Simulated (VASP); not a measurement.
# Sb (P6/mmm) in VASP: a series of runs

The runs below take Sb through relaxation of cell and atoms, single point, with PBE.

Program: VASP 6.6.1. These are calculated values, not measurements. Logs are shortened: lines on timing, memory, paths and dates and some standing lists are left out, and cuts for length are marked.

### 1 The cell of the first run

The structure is hexagonal, space group P6/mmm (No. 191). Conventional cell: a = 3.618 Å, b = 3.618 Å, c = 6.021 Å, α = 90.00°, β = 90.00°, γ = 120.00°. Within 3.3 Å of Sb (site symmetry 6mm) lie 1 Sb at 2.48 Å.

### 2 Relaxation of cell and atoms, PBE

INCAR

```
PREC     = Accurate       # precision mode
ENCUT    = 600            # plane-wave cutoff, eV
EDIFF    = 1E-7           # SCF threshold, eV
ISMEAR   = 0              # smearing method
SIGMA    = 0.1            # smearing width, eV
LREAL    = False          # projectors in reciprocal space
LASPH    = True           # aspherical terms in the spheres
NELM     = 100            # most SCF steps
ALGO     = Normal         # electronic algorithm
ISIF     = 3              # what is computed and relaxed
LWAVE    = False          # write WAVECAR
LCHARG   = False          # write CHGCAR
GGA      = PE             # functional
IBRION   = 2              # ionic algorithm
NSW      = 90             # ionic steps
EDIFFG   = -0.04          # ionic threshold
```

KPOINTS

```
Automatic mesh
0
Gamma
  6 6 4
```

POSCAR

```
Sb
1.0
    3.6184699200      0.0000000000      0.0000000000
   -1.8092349600      3.1336868800      0.0000000000
    0.0000000000      0.0000000000      6.0206391400
Sb
2
Direct
    0.0000000000      0.0000000000      0.2059912700
    0.0000000000      0.0000000000      0.7940087300
```

Potentials or basis: VASP PAW PBE potentials, release 64 (Sb).

Command:

```
cat potpaw_PBE.64/Sb/POTCAR > POTCAR
mpirun -np 1 vasp_std > vasp.out
```

OUTCAR:

```text
PREC = Accurate
   ENCUT = 600
   EDIFF = 1E-7
   ISMEAR = 0
   LREAL = False
   LASPH = True
   NELM = 100
   ISIF = 3
   GGA = PE
   IBRION = 2
   NSW = 90
   EDIFFG = -0.04

 ion  position               nearest neighbor table
   1  0.000  0.000  0.206-   2 2.48   2 3.54
   2  0.000  0.000  0.794-   1 2.48   1 3.54

  LATTYP: Found a hexagonal cell.
 ALAT       =     3.6184699200
 C/A-ratio  =     1.6638632552

  Lattice vectors:

 A1 = (   3.6184699200,   0.0000000000,   0.0000000000)
 A2 = (  -1.8092349600,   3.1336868800,   0.0000000000)
 A3 = (   0.0000000000,   0.0000000000,   6.0206391400)

Analysis of symmetry for initial positions (statically):
=====================================================================
 Subroutine PRICEL returns:
 Original cell was already a primitive cell.

 Routine SETGRP: Setting up the symmetry group for a
 hexagonal supercell.

 Subroutine GETGRP returns: Found 24 space group operations
 (whereof 24 operations were pure point group operations)
 out of a pool of 24 trial point group operations.

The static configuration has the point symmetry D_6h.

Analysis of symmetry for dynamics (positions and initial velocities):
=====================================================================
 Subroutine PRICEL returns:
 Original cell was already a primitive cell.

 Routine SETGRP: Setting up the symmetry group for a
 hexagonal supercell.

 Subroutine GETGRP returns: Found 24 space group operations
 (whereof 24 operations were pure point group operations)
 out of a pool of 24 trial point group operations.

The dynamic configuration has the point symmetry D_6h.

 Subroutine INISYM returns: Found 24 space group operations
 (whereof 24 operations are pure point group operations),
 and found     1 'primitive' translations

----------------------------------------------------------------------------------------

                                     Primitive cell

  volume of cell :      68.2689

  direct lattice vectors                    reciprocal lattice vectors
     3.618469920  0.000000000  0.000000000     0.276359904  0.159556465  0.000000000
    -1.809234960  3.133686880  0.000000000     0.000000000  0.319112929  0.000000000
     0.000000000  0.000000000  6.020639140     0.000000000  0.000000000  0.166095323

  length of vectors
     3.618469920  3.618469926  6.020639140     0.319112930  0.319112929  0.166095323

  position of ions in fractional coordinates (direct lattice)
[... 84 lines left out ...]
   TEBEG  =    0.0;   TEEND  =   0.0 temperature during run
   PSTRESS=    0.0 pullay stress
   NELECT =      10.0000    total number of electrons
   NUPDOWN=      -1.0000    fix difference up-down
   EMIN   =  10.00;   EMAX   =-10.00  energy-range for DOS
   EFERMI =   0.00;   METHOD = LEGACY
   ISMEAR =     0;   SIGMA  =   0.10  broadening in eV -4-tet -1-fermi 0-gaus
   EFERMI_NEDOS =   21; number of points for ismear=-14 and -15
   IALGO  =     38    algorithm
   IMIX   =      4    mixing-type and parameters
     AMIX     =   0.40;   BMIX     =  1.00
     AMIX_MAG =   1.60;   BMIX_MAG =  1.00
  volume/ion in A,a.u.               =      34.13       230.35
  Fermi-wavevector in a.u.,A,eV,Ry     =   0.862979  1.630795 10.132714  0.744733
  Thomas-Fermi vector in A             =   1.980862
   LORBIT       =      0    0 simple, 1 ext, 2 COOP (PROOUT), +10 PAW based schemes
   GGA     = PE    functional components
   LHFCALC =     F    Hartree Fock is set to
   AEXX    =    0.0000 exact exchange contribution
   IVDW    =     0    specifies the selected vdW correction
   LEPSILON=     F    determine dielectric tensor
   LRPA    =     F    only Hartree local field effects (RPA)
 conjugate gradient relaxation of ions
 non-spin polarized calculation
 Gauss-broadening in eV      SIGMA  =   0.10
  energy-cutoff  :      600.00
  volume of cell :       68.27
 maximum number of plane-waves:      2295
 NGX is ok and might be reduce to    30

--------------------------------------- Ionic step        1  -------------------------------------------

 number of electron      10.0000000 magnetization

 Free energy of the ion-electron system (eV)
  ---------------------------------------------------
  ext. energy  EPLUGINS =         0.00000000
  ---------------------------------------------------
  free energy    TOTEN  =        -6.87249909 eV

  energy without entropy =       -6.85707203  energy(sigma->0) =       -6.86478556

------------------------ aborting loop because EDIFF is reached ----------------------------------------

  FORCE on cell =-STRESS in cart. coord.  units (eV):
  Direction    XX          YY          ZZ          XY          YZ          ZX
  --------------------------------------------------------------------------------------
  -------------------------------------------------------------------------------------
  Total       -2.9449702     -2.9449703     10.9905175      0.0000000      0.0000000      0.0000000
  in kB      -69.1143661    -69.1143664    257.9321987      0.0000000      0.0000000      0.0000000
  external PRESSURE =      39.9011554 kB  Pullay stress =       0.0000000 kB
[... 23 lines left out ...]
--------------------------------------- Ionic step        2  -------------------------------------------

 number of electron      10.0000001 magnetization

 E-fermi :   4.6791     XC(G=0):  -8.7228

 val. band max:        4.6674163129   @ k =   0.1667   0.1667   0.2500
 cond. band min:       4.7055881309   @ k =   0.3333   0.1667   0.5000
 fundamental gap:      0.0381718180
 Fermi energy:         4.6791113775

 k-point     1 :       0.0000    0.0000    0.0000
  band No.  band energies     occupation
      1      -6.4492      2.00000
      2      -5.6855      2.00000
      3       0.7730      2.00000
      4       4.9464      0.00016
      5       9.1568      0.00000
      6       9.4970      0.00000
      7       9.4970      0.00000
      8      10.0803      0.00000
      9      10.0803      0.00000
[... 489 lines left out ...]
--------------------------------------- Ionic step        9  -------------------------------------------

 number of electron      10.0000000 magnetization

 Free energy of the ion-electron system (eV)
  ---------------------------------------------------
  ext. energy  EPLUGINS =         0.00000000
  ---------------------------------------------------
  free energy    TOTEN  =        -7.96203080 eV

  energy without entropy =       -7.95573725  energy(sigma->0) =       -7.95888402

 E-fermi :   7.1431     XC(G=0):  -9.5166

 val. band max:        7.1034334703   @ k =   0.3333   0.3333   0.5000
 cond. band min:       7.2074838113   @ k =   0.1667   0.1667   0.5000
 fundamental gap:      0.1040503410
 Fermi energy:         7.1430733206

 k-point     1 :       0.0000    0.0000    0.0000
  band No.  band energies     occupation
      1      -5.5134      2.00000
      2      -3.2244      2.00000
      3       1.6693      2.00000
      4       9.5207      0.00000
      5      11.2101      0.00000
      6      11.2101      0.00000
      7      13.0445      0.00000
      8      13.0959      0.00000
      9      13.0959      0.00000
[... 267 lines left out ...]
  FREE ENERGIE OF THE ION-ELECTRON SYSTEM (eV)
  ---------------------------------------------------
  free  energy   TOTEN  =        -7.9620307988 eV

  energy  without entropy=       -7.9557372465  energy(sigma->0) =       -7.95888402

 reached required accuracy - stopping structural energy minimisation
```

OSZICAR:

```text
N       E                     dE             d eps       ncg     rms          rms(c)
DAV:   1     0.356270059882E+02    0.35627E+02   -0.35868E+03   378   0.938E+02
DAV:   2    -0.530521068927E+01   -0.40932E+02   -0.40345E+02   523   0.120E+02
DAV:   3    -0.688561457256E+01   -0.15804E+01   -0.15438E+01   480   0.269E+01
[... 94 lines left out ...]
DAV:   5    -0.796203020549E+01    0.62987E-05   -0.15939E-05   393   0.271E-02    0.761E-03
DAV:   6    -0.796203045224E+01   -0.24676E-06   -0.10758E-06   382   0.795E-03    0.215E-03
DAV:   7    -0.796203064247E+01   -0.19023E-06   -0.91038E-08   205   0.244E-03    0.487E-04
DAV:   8    -0.796203075907E+01   -0.11660E-06   -0.27893E-08   189   0.128E-03    0.136E-04
DAV:   9    -0.796203079884E+01   -0.39771E-07   -0.43622E-09   189   0.586E-04
   9 F= -.79620308E+01 E0= -.79588840E+01  d E =-.168586E-01
```

CONTCAR:

```text
Sb
   1.00000000000000
     3.3031180099391668    0.0000000000000000    0.0000000000000000
    -1.6515590049695834    2.8605841131303542    0.0000000000000000
     0.0000000000000000    0.0000000000000000    6.4853063091863286
  Sb
     2
Direct
     0.0000000000000000    0.0000000000000000    0.2215655818789245
     0.0000000000000000    0.0000000000000000    0.7784344181210754

  0.00000000E+00  0.00000000E+00  0.00000000E+00
  0.00000000E+00  0.00000000E+00  0.00000000E+00
```

Wall time 70 s (1 thread of Intel Xeon 6975P-C (Granite Rapids), shared host); peak memory 0.21 GiB.

What came out:

* Free energy: -7.9620 eV
* Relaxed volume: 30.64 Å³/atom
* Relaxed cell: a = 3.303 Å, b = 3.303 Å, c = 6.485 Å, α = 90.00°, β = 90.00°, γ = 120.00°
* Space group after relaxing (to 0.05 Å): P6/mmm (No. 191)
* Energy gained by relaxing: 544.8 meV/atom
* Ionic steps: 9
* Pressure after relaxing: 0.0 GPa
* Largest force after relaxing: 0.008 eV/Å
* Band gap on the k mesh: zero (band 5 reaches 11.50 eV, above the bottom of band 6 at 4.42 eV)

Forces on the atoms (eV/Å):
```
Sb   0.000  0.000 -0.008
Sb   0.000  0.000  0.008
```

Step by step:
```tsv
step	energy change (eV)	largest force (eV/Å)	pressure (GPa)	volume (Å³)
1	0.0000	4.1256	3.99	68.27
2	-0.3042	0.2866	-5.42	74.53
3	-0.8614	0.5797	-5.84	71.45
4	-0.8690	0.4396	-5.57	71.23
5	-0.8697	0.3345	-5.37	71.09
6	-1.0680	0.3085	-0.37	61.45
7	-1.0727	0.3154	-1.29	62.58
8	-1.0822	0.2527	1.00	60.47
9	-1.0895	0.0076	0.03	61.28
```

Final structure:
```cif
data_structure
_symmetry_space_group_name_H-M 'P 1'
_symmetry_Int_Tables_number 1
_cell_length_a 3.3031
_cell_length_b 3.3031
_cell_length_c 6.4853
_cell_angle_alpha 90.000
_cell_angle_beta 90.000
_cell_angle_gamma 120.000
_cell_volume 61.28
loop_
_atom_site_label
_atom_site_type_symbol
_atom_site_fract_x
_atom_site_fract_y
_atom_site_fract_z
_atom_site_occupancy
Sb1 Sb 0.00000 0.00000 0.22157 1
Sb2 Sb 0.00000 0.00000 0.77843 1
```

Caveat: spin-orbit coupling is left out, which moves the levels of the heavy elements.

### 3 Single point, PBE

This run uses another cell than the first one: it holds 1 atom, not 2.

INCAR

```
SYSTEM = Sb
PREC     = Accurate       ! precision mode
ENCUT    = 520            ! plane-wave cutoff, eV
EDIFF    = 1E-6           ! SCF threshold, eV
ISMEAR   = 0              ! smearing method
SIGMA    = 0.1            ! smearing width, eV
LREAL    = .False.        ! projectors in reciprocal space
LASPH    = .True.         ! aspherical terms in the spheres
NELM     = 60             ! most SCF steps
ALGO     = Normal         ! electronic algorithm
ISIF     = 2              ! what is computed and relaxed
LWAVE    = .False.        ! write WAVECAR
LCHARG   = .False.        ! write CHGCAR
GGA      = PE             ! functional
NBANDS   = 8              ! bands
```

KPOINTS

```
regular mesh
0
Gamma
  18 18 18
  0 0 0
```

POSCAR

```
Sb
1.0
    3.2834025331      0.0000000000      0.0000000000
   -1.6417012665      2.8435100045      0.0000000000
    0.0000000000      0.0000000000      3.1239806135
Sb
1
Direct
    0.0000000000      0.0000000000      0.5000000000
```

Potentials or basis: VASP PAW PBE potentials, release 64 (Sb).

Command:

```
cat potpaw_PBE.64/Sb/POTCAR > POTCAR
mpirun -np 1 vasp_std > vasp.out
```

Wall time 21 s (1 thread of Intel Xeon 6975P-C (Granite Rapids), shared host); peak memory 0.2 GiB.

It converged, with:

| Quantity | Value |
| --- | --- |
| Free energy | -3.9901 eV |
| Pressure | -0.1 GPa |

Stress tensor (GPa, compression positive):
```
-0.13  0.00  0.00
 0.00 -0.13  0.00
 0.00  0.00 -0.03
```

Levels at points of the mesh, in eV from the Fermi level:
| k point | band 1 | band 2 | band 3 | band 4 | band 5 | band 6 |
| --- | --- | --- | --- | --- | --- | --- |
| (0.00, 0.00, 0.00) | -12.49 | 2.97 | 4.44 | 4.44 | 6.74 | 9.62 |
| (0.50, 0.00, 0.00) | -9.25 | -5.49 | 1.46 | 5.49 | 5.65 | 10.70 |
| (0.00, 0.00, 0.50) | -10.16 | -5.67 | 6.37 | 6.37 | 11.38 | 11.79 |
| (0.50, 0.00, 0.50) | -6.71 | -3.54 | -2.97 | 2.36 | 3.33 | 8.12 |

Caveat: spin-orbit coupling is left out, which moves the levels of the heavy elements.
